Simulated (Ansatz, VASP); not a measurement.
**TaC: VASP beside Ansatz**

Contents of INCAR:

```
SYSTEM = TaC
PREC = Accurate
ENCUT = 600
EDIFF = 1E-6
ISMEAR = 0
SIGMA = 0.1
LREAL = .FALSE.
LASPH = .TRUE.
NELM = 120
ALGO = Normal
ISIF = 2
LWAVE = .FALSE.
LCHARG = .FALSE.
GGA = CA
NBANDS = 14
GGA_COMPAT = .FALSE.
```

Contents of KPOINTS:

```
Automatic mesh
0
G
  8 8 8
  0 0 0
```

Contents of POSCAR:

```
TaC
1.0
    0.0000000000      2.2270000000      2.2270000000
    2.2270000000      0.0000000000      2.2270000000
    2.2270000000      2.2270000000      0.0000000000
Ta C
1 1
Direct
    0.0000000000      0.0000000000      0.0000000000
    0.5000000000      0.5000000000      0.5000000000
```

Input for Ansatz:

```yaml
crystal:
  lattice:
    - [0.0, 2.227, 2.227]
    - [2.227, 0.0, 2.227]
    - [2.227, 2.227, 0.0]
  atoms:
    - { symbol: Ta, position: [0.0, 0.0, 0.0] }
    - { symbol: C, position: [0.5, 0.5, 0.5] }
basis:
  ecutwfc: 420
kpoints:
  mp_grid: { grid: [8, 8, 8] }
hamiltonian:
  xc: lda
scf:
  occupations: { method: gaussian, width: 0.1 }
output:
  forces: true
  stress: true
  eigenvalues: true
```

Alike in both runs: task single point; functional LDA; k mesh 8 × 8 × 8; occupations gaussian, width 0.1 eV; no spin polarisation.

|  | VASP | Ansatz |
| --- | --- | --- |
| version | VASP 6.6.1 | Ansatz 0.2.0 |
| potentials or method | VASP PAW LDA potentials, release 64 (Ta_pv, C), cutoff 600 eV | scalar-relativistic, plane waves, PAW |
| valence electrons in the cell | 15 | 17 |

Ansatz gave:

```
gap on the k mesh at the Fermi level (eV) : none
pressure (GPa)                            : -9.2
```

Task: Which values does VASP return?

Result: gap on the k mesh at the Fermi level (eV): none; pressure (GPa): -7.6.

LDA's correlation is that of Perdew and Zunger in VASP and of Perdew and Wang (1992) in Ansatz. A gap of «none» marks a metal or a gap that the smearing closes. VASP's potentials hold 15 valence electrons a cell and Ansatz's 17, so a difference there can come from the potentials and not from the codes.

Spin-orbit coupling is off throughout.
